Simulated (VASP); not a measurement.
Wanted: the native input for a VASP 6.6.1 run.

```
Task                   : single point
Functional             : PBE
Potentials or basis    : VASP PAW PBE potentials, release 64 (W_sv, Se)
Cutoff                 : 520 eV
k mesh                 : 12 × 12 × 2
Occupations            : gaussian, width 0.02 eV
Spin                   : no spin polarisation
Dipole correction      : no
Further INCAR settings : ALGO = Normal; EDIFF = 1e-06; NBANDS = 35
```

The structure of WSe2 lies in POSCAR:

```
WSe2
1.0
    3.3211038205      0.0000000000      0.0000000000
   -1.6605519103      2.8761602771      0.0000000000
    0.0000000000      0.0000000000     14.8933887847
W Se
2 4
Direct
    0.6666666458      0.3333333542      0.7500000000
    0.3333333542      0.6666666458      0.2500000000
    0.3333333126      0.6666666874      0.8626682449
    0.6666666874      0.3333333126      0.3626682449
    0.3333333126      0.6666666874      0.6373317551
    0.6666666874      0.3333333126      0.1373317551
```

This cell differs from its parent crystal: uniaxial strain along c: -1.0 %, then relaxed in part.

These files were run (other wordings do the same):

INCAR

```
SYSTEM = WSe2
  ALGO = Normal
  EDIFF = 1E-6
  ENCUT = 520
  GGA = PE
  ISIF = 2
  ISMEAR = 0
  LASPH = .TRUE.
  LCHARG = .FALSE.
  LREAL = .FALSE.
  LWAVE = .FALSE.
  NBANDS = 35
  NELM = 100
  PREC = Accurate
  SIGMA = 0.02
```

KPOINTS

```
k-points
0
G
  12 12 2
  0 0 0
```

Potentials or basis: VASP PAW PBE potentials, release 64 (W_sv, Se).

Command:

```console
$ cat potpaw_PBE.64/W_sv/POTCAR potpaw_PBE.64/Se/POTCAR > POTCAR
$ mpirun -np 1 vasp_std > vasp.out
```

It gave:

The pressure is 0.3 GPa, the largest force is 0.044 eV/Å and the band gap on the k mesh is 1.44 eV (least direct gap 1.52 eV).

Caveat: the cell differs from its parent crystal (uniaxial strain along c: -1.0 %, then relaxed in part); spin-orbit coupling is left out, which moves the levels of the heavy elements; this functional lacks dispersion, which binds the layers, so the pressure and a relaxed spacing across them are unreliable.

It took 5.5 min on 1 thread of Intel Xeon 8259CL, on a shared host, peak memory 0.38 GiB.
